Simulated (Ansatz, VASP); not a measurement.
## TiCo2: VASP beside Ansatz

```
Ti Co
1.0
     0.00000    3.27632    3.27632
     3.27632    0.00000    3.27632
     3.27632    3.27632    0.00000
Ti Co
2 4
Direct
  0.50000 0.50000 0.50000
  0.75000 0.75000 0.75000
  0.12500 0.12500 0.12500
  0.62500 0.12500 0.12500
  0.12500 0.12500 0.62500
  0.12500 0.62500 0.12500
```

Alike in both runs: functional PBEsol; k mesh 6 × 6 × 6; occupations gaussian, width 0.1 eV; collinear spin.

Ansatz relaxed the structure, and its values are those at the end. VASP's run is a single point on that final structure, the one shown.

|  | VASP | Ansatz |
| --- | --- | --- |
| version | VASP 6.6.1 | Ansatz 0.2.0 |
| potentials or method | VASP PAW PBE potentials, release 64 (Ti_sv, Co), cutoff 520 eV | scalar-relativistic, plane waves, PAW |
| valence electrons in the cell | 60 | 92 |

```csv
,VASP,Ansatz,Ansatz less VASP
gap on the k mesh at the Fermi level (eV),none,none,-
pressure (GPa),-0.6,0.1,+0.71
net moment per atom (μB),0.02,0.04,+0.023
size of the moment on the site where the two differ most (μB),0.03,0.08,+0.043
```

VASP's potentials were made for PBE, not for PBEsol. Site moments also hang on the region over which each program counts them. A gap of «none» marks a metal or a gap that the smearing closes. The functional is the same, so the differences come from potentials, cutoffs and numerics. VASP's potentials hold 60 valence electrons a cell and Ansatz's 92, so a difference there can come from the potentials and not from the codes. Ansatz's warnings: seeded moment not kept.
